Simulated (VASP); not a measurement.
PtSe2 (nod):

```
CELL_PARAMETERS angstrom
3.70823 0.00000 0.00000
-1.85411 3.21142 0.00000
0.00000 0.00000 5.84861
ATOMIC_POSITIONS crystal
Pt 0.00000 0.00000 0.00000
Se 0.66667 0.33333 0.77966
Se 0.33333 0.66667 0.22034
```

* Program: VASP 6.6.1
* Task: relaxation of cell and atoms
* Functional: PBEsol
* Potentials or basis: VASP PAW PBE potentials, release 64 (Pt, Se)
* Cutoff: 600 eV
* k mesh: 9 × 9 × 6
* Occupations: gaussian, width 0.02 eV
* Spin: no spin polarisation

At the start: pressure 0.2 GPa; volume 23.22 Å³/atom.

Question: Where does the relaxation end?

Answer: Over 46 steps the energy falls by 23.9 meV/atom and the volume is 19.88 Å³/atom (-14.4 %); space group P-3m1 (No. 164, to 0.05 Å).

Step by step:
```tsv
step	energy change (eV)	largest force (eV/Å)	pressure (GPa)	volume (Å³)
1	0.0000	0.1108	0.20	69.65
3	-0.0008	0.0335	-0.42	69.85
5	-0.0054	0.0524	-0.40	69.06
7	-0.0276	0.1732	0.13	65.45
9	0.4176	0.0489	15.82	50.45
11	0.0605	0.9237	8.59	55.30
13	0.0137	0.9889	6.55	57.71
15	0.0099	0.9901	6.27	58.08
17	0.0093	0.9790	6.28	57.99
19	0.0076	0.9341	6.25	57.63
21	0.0075	0.8951	6.31	57.33
23	0.0032	0.8704	6.01	57.43
25	-0.0142	0.7589	4.82	57.89
27	-0.0511	0.3400	0.38	59.76
29	-0.0541	0.2355	-0.55	60.19
31	-0.0649	0.1475	-0.33	60.04
33	-0.0715	0.0108	0.00	59.80
35	-0.0715	0.0141	-0.04	59.80
37	-0.0716	0.0022	-0.11	59.75
39	-0.0716	0.0026	-0.01	59.68
41	-0.0716	0.0050	0.02	59.65
43	-0.0716	0.0043	0.02	59.65
45	-0.0716	0.0023	0.00	59.63
46	-0.0716	0.0007	0.00	59.63
```

Final structure:
```xyz
3
Lattice="3.7583 0.0000 0.0000 -1.8792 3.2548 0.0000 0.0000 0.0000 4.8749" Properties=species:S:1:pos:R:3 pbc="T T T"
Pt    0.0000    0.0000    0.0000
Se    1.8792    1.0849    3.6036
Se    0.0000    2.1699    1.2713
```

Caveat: the PAW data sets were made with another functional, which shifts forces and pressure a little; this functional lacks dispersion, which binds the layers, so the pressure and a relaxed spacing across them are unreliable.
